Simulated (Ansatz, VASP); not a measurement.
# Two plane-wave programs on CdTe

```
CELL_PARAMETERS angstrom
4.31498 0.00000 0.00000
-2.15749 3.73689 0.00000
0.00000 0.00000 7.07054
ATOMIC_POSITIONS crystal
Cd 0.00000 0.00000 0.00000
Cd 0.00000 0.00000 0.50000
Te 0.33333 0.66667 0.25000
Te 0.66667 0.33333 0.75000
```

Alike in both runs: task single point; functional PBE; k mesh 6 × 6 × 4; occupations fermi-dirac, width 0.02 eV; no spin polarisation.

|  | VASP | Ansatz |
| --- | --- | --- |
| version | VASP 6.6.1 | Ansatz 0.2.0 |
| potentials or method | VASP PAW PBE potentials, release 64 (Cd, Te) | plane waves |
| plane-wave cutoff (eV) | 520 | 420 |
| valence electrons in the cell | 36 | 72 |

```csv
,VASP,Ansatz,Ansatz less VASP
pressure (GPa),1.3,1.1,-0.18
"traceless stress, the component that is largest in VASP (GPa)",-0.10,-0.10,+0.003
```

VASP's potentials hold 36 valence electrons a cell and Ansatz's 72, so a difference there can come from the potentials and not from the codes.

Neither program's run includes spin-orbit coupling.
